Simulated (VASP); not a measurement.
A run of VASP 6.6.1 is set up as follows.

The input POSCAR:

```
H
1.0
   -1.2543950585      1.2543950585      1.7452280432
    1.2543950585     -1.2543950585      1.7452280432
    1.2543950585      1.2543950585     -1.7452280432
H
2
Direct
    0.8945261482      0.8945261482      0.0000000000
    0.1054738518      0.1054738518      0.0000000000
```

The input INCAR.step1:

```
PREC = Accurate
ENCUT = 520
ISMEAR = 0
SIGMA = 0.02
LREAL = False
LASPH = True
NELM = 100
NBANDS = 8
GGA = PE
ALGO = Normal
EDIFF = 1E-4
LWAVE = True
LCHARG = False
```

File INCAR.step2:

```
PREC = Accurate
ENCUT = 520
EDIFF = 1E-6
ISMEAR = 0
SIGMA = 0.02
LREAL = False
LASPH = True
NELM = 100
ALGO = Normal
ISIF = 2
LWAVE = False
LCHARG = False
METAGGA = R2SCAN
LMIXTAU = True
NBANDS = 8
ISTART = 1
```

KPOINTS

```
Automatic mesh
0
Gamma
  12 12 12
```

Potentials or basis: VASP PAW PBE potentials, release 64 (H).

Command:

```sh
$ cat potpaw_PBE.64/H/POTCAR > POTCAR
$ cp INCAR.step1 INCAR
$ mpirun -np 1 vasp_std > vasp.out
$ cp INCAR.step2 INCAR
$ mpirun -np 1 vasp_std > vasp.out
```

(1) What does it give for the band gap on the k mesh?

(2) Estimate the pressure.

Answers

(1) 7.85 eV, indirect (least direct gap 8.33 eV).

(2) 7.5 GPa.

Caveat: the PAW data sets were made with another functional, which shifts forces and pressure a little.
